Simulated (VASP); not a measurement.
HgTe (Coloradoite):

```
Hg Te
1.0
     0.00000    3.25680    3.25680
     3.25680    0.00000    3.25680
     3.25680    3.25680    0.00000
Hg Te
1 1
Direct
  0.00000 0.00000 0.00000
  0.75000 0.75000 0.75000
```

Base run:

```yaml
Program: VASP 6.6.1
Functional: r2SCAN
Potentials_or_basis: VASP PAW PBE potentials, release 64 (Hg, Te)
Cutoff: 520 eV
k_mesh: 7 × 7 × 7
Occupations: fermi-dirac, width 0.05 eV
Spin: no spin polarisation
```

Its results: band gap on the k mesh zero (filled and empty bands touch); pressure 1.3 GPa.

Question: The run is repeated on the same cell with these changes: dispersion from none to D3(BJ). What comes out?

Answer: Band gap on the k mesh zero (filled and empty bands touch); pressure 0.5 GPa.

Dispersion adds attraction, which lowers the pressure at fixed volume and, as a term added to the energy, leaves the levels alone.

Caveats: the PAW data sets were made with another functional, which shifts forces and pressure a little; spin-orbit coupling is left out, which moves the levels of the heavy elements; pairwise dispersion overbinds metals, which lowers pressure and volume (some runs).
